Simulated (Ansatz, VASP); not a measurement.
**Be3Bi2: VASP beside Ansatz**

```
Be Bi
1.0
     4.53205    0.00000    0.00000
    -2.26602    3.92487    0.00000
     0.00000    0.00000    5.36252
Be Bi
3 2
Direct
  0.00000 0.00000 0.72742
  0.00000 0.00000 0.27258
  0.66667 0.33333 0.00000
  0.66667 0.33333 0.50000
  0.33333 0.66667 0.00000
```

Change from the starting cell: species swapped into the Fe3Ge2 type (P-6m2, No. 187).

Alike in both runs: functional PBE; k mesh 6 × 6 × 4; occupations gaussian, width 0.1 eV; no spin polarisation.

Ansatz relaxed the structure, and its values are those at the end. VASP's run is a single point on that final structure, the one shown.

|  | VASP | Ansatz |
| --- | --- | --- |
| version | VASP 6.6.1 | Ansatz 0.2.0 |
| potentials or method | VASP PAW PBE potentials, release 64 (Be, Bi_d), cutoff 520 eV | scalar-relativistic, plane waves, PAW |
| valence electrons in the cell | 36 | 36 |

|  | VASP | Ansatz | Ansatz less VASP |
| --- | --- | --- | --- |
| gap on the k mesh at the Fermi level (eV) | none | none | - |
| pressure (GPa) | 0.0 | 0.0 | +0.04 |
| rms of the force components (eV/Å) | 0.011 | 0.013 | +0.0012 |

A gap of «none» marks a metal or a gap that the smearing closes.

Spin-orbit coupling is off throughout.
